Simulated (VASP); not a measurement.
The system is Ir.

```
Ir
1.0
     2.75138    0.00000    0.00000
    -1.37569    2.38276    0.00000
     0.00000    0.00000    4.46229
Ir
2
Cartesian
  1.3757 0.7943 3.3467
  0.0000 1.5885 1.1156
```

Program: VASP 6.6.1. Alike in all runs: task single point; level PBEsol; potentials or basis VASP PAW PBE potentials, release 64 (Ir); no spin polarisation; cell as given; cutoff (eV) 500; smearing methfessel-paxton 0.05 eV.

Problem. Order these runs on this cell by their pressure, lowest first.
A. k mesh 4 × 4 × 3
B. k mesh 6 × 6 × 4
C. k mesh 3 × 3 × 2

Solution. A (-15.7 GPa), B (-11.9 GPa), C (-1.4 GPa).

Caveats: all runs use coarse meshes; the PAW data sets were made with another functional, which shifts forces and pressure a little.
